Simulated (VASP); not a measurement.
Here is a VASP 6.6.1 calculation.

The input INCAR:

```
PREC = Accurate
ENCUT = 600
EDIFF = 1E-6
ISMEAR = 0
SIGMA = 0.1
LREAL = False
LASPH = True
NELM = 200
ALGO = Normal
ISIF = 2
LWAVE = False
LCHARG = True
ISPIN = 2
MAGMOM = 1
LORBIT = 11
GGA = PS
LELF = True
LVHAR = True
NBANDS = 12
GGA_COMPAT = False
```

File KPOINTS:

```
Automatic mesh
0
Gamma
  10 10 10
```

File POSCAR:

```
N
1.0
    1.8769867339      0.0000000000      0.0000000000
    0.0000000000      1.8769867339      0.0000000000
    0.0000000000      0.0000000000      1.8770039392
N
1
Direct
    0.0000000000      0.0000000000      0.0000000000
```

Potentials or basis: VASP PAW PBE potentials, release 64 (N).

The run is started by

```sh
$ cat potpaw_PBE.64/N/POTCAR > POTCAR
$ mpirun -np 1 vasp_std > vasp.out
```

Question: What does it give for the net moment?

Answer: 0.00 μB per cell.

Question: Predict the pressure.

Answer: -17.2 GPa.

Caveat: the cell stands under tension; the PAW data sets were made with another functional, which shifts forces and pressure a little.
